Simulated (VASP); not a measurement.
Write the native input for VASP 6.6.1 that does the following.

```
Task                   : single point
Functional             : PBE
Potentials or basis    : VASP PAW PBE potentials, release 64 (Cs_sv, Ga_d, Pt)
Cutoff                 : 520 eV
k mesh                 : 6 × 6 × 2
Occupations            : gaussian, width 0.1 eV
Spin                   : no spin polarisation
Dipole correction      : no
Further INCAR settings : ALGO = Normal; EDIFF = 1e-06; NBANDS = 28
```

The structure of Cs2GaPt lies in POSCAR:

```
Cs2GaPt
1.0
    4.5683219356     -0.0000000026      0.0000000000
   -2.2841609655      3.9562828502      0.0000000000
    0.0000000000      0.0000000000     10.1195096371
Cs Ga Pt
2 1 1
Direct
    0.0000000000      0.0000000000      0.6962967621
    0.0000000000      0.0000000000      0.3037032379
    0.3333333333      0.6666666667      0.0000000000
    0.3333333333      0.6666666667      0.5000000000
```

The cell was built from a structure type or drawn by symmetry, and may not be a known phase.

The input as run:

INCAR

```
SYSTEM = Cs2GaPt
PREC = Accurate
ENCUT = 520
EDIFF = 1E-6
ISMEAR = 0
SIGMA = 0.1
LREAL = .False.
LASPH = .True.
NELM = 100
ALGO = Normal
ISIF = 2
LWAVE = .False.
LCHARG = .False.
GGA = PE
NBANDS = 28
```

KPOINTS

```
Automatic mesh
0
Gamma
  6 6 2
  0 0 0
```

Potentials or basis: VASP PAW PBE potentials, release 64 (Cs_sv, Ga_d, Pt).

Command:

```console
$ cat potpaw_PBE.64/Cs_sv/POTCAR potpaw_PBE.64/Ga_d/POTCAR potpaw_PBE.64/Pt/POTCAR > POTCAR
$ mpirun -np 1 vasp_std > vasp.out
```

Results of the run:

| Property | Result |
| --- | --- |
| Pressure | 0.0 GPa |
| Largest force | 0.020 eV/Å |
| Band gap on the k mesh | zero (an odd number of electrons rules out a gap without spin polarisation) |

Caveat: spin-orbit coupling is left out, which moves the levels of the heavy elements.

Run time: 2.6 min on 1 thread of Intel Xeon 8259CL, on a shared host, peak memory 0.34 GiB.
